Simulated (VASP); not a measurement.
Ge, 2 atoms in the cell. It takes space group I4_1/amd (No. 141, tetragonal). Conventional cell: a = 4.120 Å, b = 4.120 Å, c = 5.742 Å, α = 90.00°, β = 90.00°, γ = 90.00°. Within 3.3 Å of Ge (site symmetry -4m2) lie 4 Ge at 2.51 Å.  This cell differs from its parent crystal: strain +0.030 along x and y, +0.015 along z.

```yaml
Program: VASP 6.6.1
Task: single point
Functional: PBE
Potentials_or_basis: VASP PAW PBE potentials, release 64 (Ge_d)
Cutoff: 520 eV
k_mesh: 14 × 14 × 14
Occupations: gaussian, width 0.15 eV
Spin: no spin polarisation
Dipole_correction: no
Further_INCAR_settings: ALGO = Normal; EDIFF = 1e-06; NBANDS = 21
```

Potentials or basis: VASP PAW PBE potentials, release 64 (Ge_d).

Command:

```bash
$ cat potpaw_PBE.64/Ge_d/POTCAR > POTCAR
$ mpirun -np 1 vasp_std > vasp.out
```

Hardware: 1 thread of Intel Xeon 8259CL, on a shared host.

Task: How long does it take, and how much memory?

Result: Wall time 5.1 min on 1 thread of Intel Xeon 8259CL, with other jobs on the host, peak memory 0.32 GiB. Counts: scf iterations 12, k points 244.
